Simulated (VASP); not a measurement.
# Au (P6_3/mmc) in VASP: further runs

Aim: see how the results for Au move with the level of theory and the settings. Levels: PBEsol, r2SCAN. Tasks: electric field gradients.

Everything below comes from runs of VASP 6.6.1. Logs are shortened: lines on timing, memory, paths and dates and some standing lists are left out, and cuts for length are marked.

## (1) The cell of the first run

Symmetry: P6_3/mmc, No. 194, hexagonal system. Conventional cell: a = 2.900 Å, b = 2.900 Å, c = 4.880 Å, α = 90.00°, β = 90.00°, γ = 120.00°. Au (site symmetry -6m2) has 12 Au at 2.90 to 2.96 Å within 3.8 Å.

This isn't the form of Au at room conditions, which is fcc.

## (2) Electric field gradients, PBEsol

INCAR reads:

```
  PREC = Accurate
  ENCUT = 520
  EDIFF = 1E-8
  ISMEAR = -1
  SIGMA = 0.05
  LREAL = False
  LASPH = True
  NELM = 100
  ALGO = Normal
  ISIF = 2
  LWAVE = False
  LCHARG = False
  GGA = PS
  LEFG = True
  NBANDS = 18
```

KPOINTS reads:

```
Automatic mesh
0
Gamma
  18 18 10
```

POSCAR reads:

```
Au
1.0
    2.9000000000      0.0000000000      0.0000000000
   -1.4500000000      2.5114736710      0.0000000000
    0.0000000000      0.0000000000      4.8800000000
Au
2
Direct
    0.3333333333      0.6666666667      0.7500000000
    0.6666666667      0.3333333333      0.2500000000
```

Potentials or basis: VASP PAW PBE potentials, release 64 (Au).

The run is started by

```console
$ cat potpaw_PBE.64/Au/POTCAR > POTCAR
$ mpirun -np 1 vasp_std > vasp.out
```

OUTCAR:

```text
PREC = Accurate
   ENCUT = 520
   EDIFF = 1E-8
   ISMEAR = -1
   LREAL = False
   LASPH = True
   NELM = 100
   ISIF = 2
   GGA = PS

 ion  position               nearest neighbor table
   1  0.333  0.667  0.750-   2 2.96   2 2.96   2 2.96   2 2.96   2 2.96   2 2.96
   2  0.667  0.333  0.250-   1 2.96   1 2.96   1 2.96   1 2.96   1 2.96   1 2.96

  LATTYP: Found a hexagonal cell.
 ALAT       =     2.9000000000
 C/A-ratio  =     1.6827586207

  Lattice vectors:

 A1 = (   2.9000000000,   0.0000000000,   0.0000000000)
 A2 = (  -1.4500000000,   2.5114736710,   0.0000000000)
 A3 = (   0.0000000000,   0.0000000000,   4.8800000000)

Analysis of symmetry for initial positions (statically):
=====================================================================
 Subroutine PRICEL returns:
 Original cell was already a primitive cell.

 Routine SETGRP: Setting up the symmetry group for a
 hexagonal supercell.

 Subroutine GETGRP returns: Found 24 space group operations
 (whereof 12 operations were pure point group operations)
 out of a pool of 24 trial point group operations.

The static configuration has the point symmetry D_3d.
 The point group associated with its full space group is D_6h.

Analysis of symmetry for dynamics (positions and initial velocities):
=====================================================================
 Subroutine PRICEL returns:
 Original cell was already a primitive cell.

 Routine SETGRP: Setting up the symmetry group for a
 hexagonal supercell.

 Subroutine GETGRP returns: Found 24 space group operations
 (whereof 12 operations were pure point group operations)
 out of a pool of 24 trial point group operations.

The dynamic configuration has the point symmetry D_3d.
 The point group associated with its full space group is D_6h.

 Subroutine INISYM returns: Found 24 space group operations
 (whereof 12 operations are pure point group operations),
 and found     1 'primitive' translations

----------------------------------------------------------------------------------------

                                     Primitive cell

  volume of cell :      35.5424

  direct lattice vectors                    reciprocal lattice vectors
     2.900000000  0.000000000  0.000000000     0.344827586  0.199086300  0.000000000
    -1.450000000  2.511473671  0.000000000     0.000000000  0.398172599  0.000000000
     0.000000000  0.000000000  4.880000000     0.000000000  0.000000000  0.204918033

  length of vectors
     2.900000000  2.900000000  4.880000000     0.398172599  0.398172599  0.204918033

  position of ions in fractional coordinates (direct lattice)
     0.333333333  0.666666667  0.750000000
     0.666666667  0.333333333  0.250000000

  ion indices of the primitive-cell ions
   primitive index   ion index
                 1           1
                 2           2

----------------------------------------------------------------------------------------

 KPOINTS: Automatic mesh

Automatic generation of k-mesh.
 Grid dimensions read from file:
 generate k-points for:   18   18   10

 Generating k-lattice:

  Cartesian coordinates                     Fractional coordinates (reciprocal lattice)
     0.019157088  0.011060350  0.000000000     0.055555556  0.000000000  0.000000000
     0.000000000  0.022120700  0.000000000     0.000000000  0.055555556  0.000000000
     0.000000000  0.000000000  0.020491803     0.000000000  0.000000000  0.100000000

  Length of vectors
     0.022120700  0.022120700  0.020491803

  Shift w.r.t. Gamma in fractional coordinates (k-lattice)
     0.000000000  0.000000000  0.000000000

 Subroutine IBZKPT returns following result:
 ===========================================

 Found    222 irreducible k-points:

 Following reciprocal coordinates:
            Coordinates               Weight
  0.000000  0.000000  0.000000      1.000000
  0.055556  0.000000  0.000000      6.000000
  0.111111  0.000000  0.000000      6.000000
  0.166667 -0.000000  0.000000      6.000000
  0.222222 -0.000000  0.000000      6.000000
  0.277778 -0.000000  0.000000      6.000000
[... 16 lines left out ...]
  0.333333  0.111111  0.000000     12.000000
  0.388889  0.111111  0.000000     12.000000
 [... further k-points ...]
   k-points           NKPTS =    222   k-points in BZ     NKDIM =    222   number of bands    NBANDS=     18
   number of dos      NEDOS =    301   number of ions     NIONS =      2
   total plane-waves  NPLWV =  20736
   dimension x,y,z NGX =    24 NGY =   24 NGZ =   36
   dimension x,y,z NGXF=    48 NGYF=   48 NGZF=   72
   ions per type =               2
   NGX,Y,Z   is equivalent  to a cutoff of  13.76, 13.76, 12.26 a.u.
   NGXF,Y,Z  is equivalent  to a cutoff of  27.52, 27.52, 24.53 a.u.
 SYSTEM =  unknown system
   PREC   = accura    normal or accurate (medium, high low for compatibility)
   ISTART =      0    job   : 0-new  1-cont  2-samecut
   ICHARG =      2    charge: 1-file 2-atom 10-const
   ISPIN  =      1    spin polarized calculation?
   LNONCOLLINEAR =      F non collinear calculations
   LSORBIT =      F    spin-orbit coupling
   LASPH  =      T    aspherical Exc in radial PAW
   ENCUT  =  520.0 eV  38.22 Ry    6.18 a.u.   5.39  5.39  9.07*2*pi/ulx,y,z
   NELM   =    100;   NELMIN=  2; NELMDL= -5     # of ELM steps
   EDIFF  = 0.1E-07   stopping-criterion for ELM
   LREAL  =      F    real-space projection
   EDIFFG = 0.1E-06   stopping-criterion for IOM
   NSW    =      0    number of steps for IOM
   IBRION =     -1    ionic relax: 0-MD 1-quasi-New 2-CG
   NFREE  =      0    steps in history (QN), initial steepest desc. (CG)
   ISIF   =      2    stress and relaxation
   ISYM   =      2    0-nonsym 1-usesym 2-fastsym
   POTIM  = 0.5000    time-step for ionic-motion
   TEBEG  =    0.0;   TEEND  =   0.0 temperature during run
   PSTRESS=    0.0 pullay stress
   NELECT =      22.0000    total number of electrons
   NUPDOWN=      -1.0000    fix difference up-down
   EMIN   =  10.00;   EMAX   =-10.00  energy-range for DOS
   EFERMI =   0.00;   METHOD = LEGACY
   ISMEAR =    -1;   SIGMA  =   0.05  broadening in eV -4-tet -1-fermi 0-gaus
   EFERMI_NEDOS =   21; number of points for ismear=-14 and -15
   IALGO  =     38    algorithm
   IMIX   =      4    mixing-type and parameters
     AMIX     =   0.40;   BMIX     =  1.00
     AMIX_MAG =   1.60;   BMIX_MAG =  1.00
  volume/ion in A,a.u.               =      17.77       119.93
  Fermi-wavevector in a.u.,A,eV,Ry     =   1.395191  2.636528 26.484517  1.946557
  Thomas-Fermi vector in A             =   2.518667
   LORBIT       =      0    0 simple, 1 ext, 2 COOP (PROOUT), +10 PAW based schemes
   GGA     = PS    functional components
   LHFCALC =     F    Hartree Fock is set to
   AEXX    =    0.0000 exact exchange contribution
   IVDW    =     0    specifies the selected vdW correction
   LEPSILON=     F    determine dielectric tensor
   LRPA    =     F    only Hartree local field effects (RPA)
 non-spin polarized calculation
  energy-cutoff  :      520.00
  volume of cell :       35.54
 maximum number of plane-waves:       984
 NGX is ok and might be reduce to    24
   NGX = 11   NGY = 11   NGZ = 19

 number of electron      22.0000001 magnetization

 Free energy of the ion-electron system (eV)
  ---------------------------------------------------
  ext. energy  EPLUGINS =         0.00000000
  ---------------------------------------------------
  free energy    TOTEN  =        -7.79885238 eV

  energy without entropy =       -7.79126780  energy(sigma->0) =       -7.79506009

 E-fermi :   8.5474     XC(G=0): -12.6367

 val. band max:        8.5432822870   @ k =   0.4444   0.0556   0.3000
 cond. band min:       8.5499248183   @ k =   0.2222   0.1111   0.3000
 fundamental gap:      0.0066425313
 Fermi energy:         8.5473838268

 k-point     1 :       0.0000    0.0000    0.0000
  band No.  band energies     occupation
      1      -0.8910      2.00000
      2       1.5398      2.00000
      3       3.9558      2.00000
      4       4.2319      2.00000
      5       4.2319      2.00000
      6       4.5204      2.00000
[... 10 lines left out ...]
     17      26.6719      0.00000
     18      26.6719      0.00000
[... 463 lines left out ...]
 k-point    24 :       0.3889    0.1111    0.0000
  band No.  band energies     occupation
      1       2.2926      2.00000
      2       2.3584      2.00000
      3       2.6855      2.00000
      4       4.1733      2.00000
      5       4.4345      2.00000
      6       4.5342      2.00000
[... 10 lines left out ...]
     17      20.4504      0.00000
     18      23.0981      0.00000

 [... further k-points ...]

------------------------ aborting loop because EDIFF is reached ----------------------------------------

  FORCE on cell =-STRESS in cart. coord.  units (eV):
  Direction    XX          YY          ZZ          XY          YZ          ZX
  --------------------------------------------------------------------------------------
  -------------------------------------------------------------------------------------
  Total       -1.4715223     -1.4715223     -1.4592093      0.0000000      0.0000000      0.0000000
  in kB      -66.3332035    -66.3332035    -65.7781604      0.0000000      0.0000000      0.0000000
  external PRESSURE =     -66.1481892 kB  Pullay stress =       0.0000000 kB

 VOLUME and BASIS-vectors are now :
 -----------------------------------------------------------------------------
  energy-cutoff  :      520.00
  volume of cell :       35.54
      direct lattice vectors                 reciprocal lattice vectors
     2.900000000  0.000000000  0.000000000     0.344827586  0.199086300  0.000000000
    -1.450000000  2.511473671  0.000000000     0.000000000  0.398172599  0.000000000
     0.000000000  0.000000000  4.880000000     0.000000000  0.000000000  0.204918033

 POSITION                                       TOTAL-FORCE (eV/Angst)
 -----------------------------------------------------------------------------------
     -0.00000      1.67432      3.66000         0.000000      0.000000      0.000000
      1.45000      0.83716      1.22000        -0.000000      0.000000      0.000000
 -----------------------------------------------------------------------------------
    total drift:                                0.000000     -0.000000      0.000000

  FREE ENERGIE OF THE ION-ELECTRON SYSTEM (eV)
  ---------------------------------------------------
  free  energy   TOTEN  =        -7.7988523800 eV

  energy  without entropy=       -7.7912678026  energy(sigma->0) =       -7.79506009

 Electric field gradients (V/A^2)
---------------------------------------------------------------------
 ion       V_xx      V_yy      V_zz      V_xy      V_xz      V_yz
---------------------------------------------------------------------
   1     -12.058   -12.058    24.115    -0.000     0.000    -0.000
   2     -12.058   -12.058    24.115    -0.000    -0.000     0.000
---------------------------------------------------------------------

 Electric field gradients after diagonalization (V/A^2)
 (convention: |V_zz| > |V_xx| > |V_yy|)
----------------------------------------------------------------------
 ion       V_xx      V_yy      V_zz     asymmetry (V_yy - V_xx)/ V_zz
----------------------------------------------------------------------
   1     -12.058   -12.057    24.115       0.000
   2     -12.058   -12.057    24.115       0.000
----------------------------------------------------------------------

           NMR quadrupolar parameters

 Cq : quadrupolar parameter    Cq=e*Q*V_zz/h
 eta: asymmetry parameters     (V_yy - V_xx)/ V_zz
 Q  : nuclear electric quadrupole moment in mb (millibarn)
----------------------------------------------------------------------
 ion       Cq(MHz)       eta       Q (mb)
----------------------------------------------------------------------
   1       0.058       0.000       1.000
   2       0.058       0.000       1.000
----------------------------------------------------------------------
```

Wall time 1.8 min (1 thread of Intel Xeon 8259CL, shared host); peak memory 0.25 GiB.

Results:

```
Free energy                             : -7.7989 eV
Pressure                                : -6.6 GPa
Band gap on the k mesh                  : zero (bands 11 and 12 overlap by 6.62 eV)
Largest electric field gradient by atom : Au +24.1 V/Å²
```

Electric field gradients, principal values (V/Å²):
```csv
atom,least,middle,greatest (by size)
1 Au,-12.057,-12.058,24.115
2 Au,-12.057,-12.058,24.115
```

Caveat: the cell stands under tension; without QUAD_EFG the Cq values of the log hold for a quadrupole moment of 1 mb, not for the nuclei; the PAW data sets were made with another functional, which shifts forces and pressure a little; spin-orbit coupling is left out, which moves the levels of the heavy elements.

## (3) Electric field gradients, r2SCAN

POSCAR is that of step 2.

INCAR.step1 reads:

```
SYSTEM = Au
ALGO = Normal
EDIFF = 1E-4
ENCUT = 520
GGA = PE
ISMEAR = -1
LASPH = .True.
LCHARG = .False.
LREAL = .False.
LWAVE = .True.
NBANDS = 18
NELM = 80
PREC = Accurate
SIGMA = 0.05
```

INCAR.step2 reads:

```
SYSTEM = Au
ALGO = Normal
EDIFF = 1E-8
ENCUT = 520
ISIF = 2
ISMEAR = -1
ISTART = 1
LASPH = .True.
LCHARG = .False.
LEFG = .True.
LMIXTAU = .True.
LREAL = .False.
LWAVE = .False.
METAGGA = R2SCAN
NBANDS = 18
NELM = 80
PREC = Accurate
SIGMA = 0.05
```

KPOINTS reads:

```
k-points
0
Gamma
  18 18 10
  0 0 0
```

Potentials or basis: VASP PAW PBE potentials, release 64 (Au).

The run is started by

```console
$ cat potpaw_PBE.64/Au/POTCAR > POTCAR
$ cp INCAR.step1 INCAR
$ mpirun -np 1 vasp_std > vasp.out
$ cp INCAR.step2 INCAR
$ mpirun -np 1 vasp_std > vasp.out
```

OUTCAR:

```text
SYSTEM = Au
   EDIFF = 1E-8
   ENCUT = 520
   ISIF = 2
   ISMEAR = -1
   ISTART = 1
   LASPH = .True.
   LREAL = .False.
   METAGGA = R2SCAN
   NELM = 80
   PREC = Accurate

 ion  position               nearest neighbor table
   1  0.333  0.667  0.750-   2 2.96   2 2.96   2 2.96   2 2.96   2 2.96   2 2.96
   2  0.667  0.333  0.250-   1 2.96   1 2.96   1 2.96   1 2.96   1 2.96   1 2.96

  LATTYP: Found a hexagonal cell.
 ALAT       =     2.9000000000
 C/A-ratio  =     1.6827586207

  Lattice vectors:

 A1 = (   2.9000000000,   0.0000000000,   0.0000000000)
 A2 = (  -1.4500000000,   2.5114736710,   0.0000000000)
 A3 = (   0.0000000000,   0.0000000000,   4.8800000000)

Analysis of symmetry for initial positions (statically):
=====================================================================
 Subroutine PRICEL returns:
 Original cell was already a primitive cell.

 Routine SETGRP: Setting up the symmetry group for a
[... 696 lines left out ...]
  volume of cell :       35.54
      direct lattice vectors                 reciprocal lattice vectors
     2.900000000  0.000000000  0.000000000     0.344827586  0.199086300  0.000000000
    -1.450000000  2.511473671  0.000000000     0.000000000  0.398172599  0.000000000
     0.000000000  0.000000000  4.880000000     0.000000000  0.000000000  0.204918033

 POSITION                                       TOTAL-FORCE (eV/Angst)
 -----------------------------------------------------------------------------------
     -0.00000      1.67432      3.66000        -0.000000      0.000000      0.000000
      1.45000      0.83716      1.22000         0.000000      0.000000      0.000000
 -----------------------------------------------------------------------------------
    total drift:                                0.000000     -0.000000      0.000000

  FREE ENERGIE OF THE ION-ELECTRON SYSTEM (eV)
  ---------------------------------------------------
  free  energy   TOTEN  =      -101.1746574389 eV

  energy  without entropy=     -101.1686130730  energy(sigma->0) =     -101.17163526

 Electric field gradients (V/A^2)
---------------------------------------------------------------------
 ion       V_xx      V_yy      V_zz      V_xy      V_xz      V_yz
---------------------------------------------------------------------
   1     -11.029   -11.030    22.059    -0.000     0.000    -0.000
   2     -11.029   -11.030    22.059    -0.000    -0.000     0.000
---------------------------------------------------------------------

 Electric field gradients after diagonalization (V/A^2)
 (convention: |V_zz| > |V_xx| > |V_yy|)
----------------------------------------------------------------------
 ion       V_xx      V_yy      V_zz     asymmetry (V_yy - V_xx)/ V_zz
----------------------------------------------------------------------
   1     -11.030   -11.029    22.059       0.000
   2     -11.030   -11.029    22.059       0.000
----------------------------------------------------------------------

           NMR quadrupolar parameters

 Cq : quadrupolar parameter    Cq=e*Q*V_zz/h
 eta: asymmetry parameters     (V_yy - V_xx)/ V_zz
 Q  : nuclear electric quadrupole moment in mb (millibarn)
----------------------------------------------------------------------
 ion       Cq(MHz)       eta       Q (mb)
----------------------------------------------------------------------
   1       0.053       0.000       1.000
   2       0.053       0.000       1.000
----------------------------------------------------------------------
```

Run time: 11 min. Hardware: 1 thread of Intel Xeon 8259CL, shared host; peak memory 0.25 GiB.

Results:

| Property | Result |
| --- | --- |
| Free energy | -101.1747 eV |
| Pressure | -1.2 GPa |
| Band gap on the k mesh | zero (bands 11 and 12 overlap by 7.08 eV) |
| Largest electric field gradient by atom | Au +22.1 V/Å² |

Stress tensor (GPa, compression positive):
```
-1.26  0.00  0.00
 0.00 -1.26  0.00
 0.00  0.00 -1.16
```

Electric field gradients, principal values (V/Å²):
| atom | least | middle | greatest (by size) |
| --- | --- | --- | --- |
| 1 Au | -11.029 | -11.030 | 22.059 |
| 2 Au | -11.029 | -11.030 | 22.059 |

Caveat: without QUAD_EFG the Cq values of the log hold for a quadrupole moment of 1 mb, not for the nuclei; the PAW data sets were made with another functional, which shifts forces and pressure a little; spin-orbit coupling is left out, which moves the levels of the heavy elements.
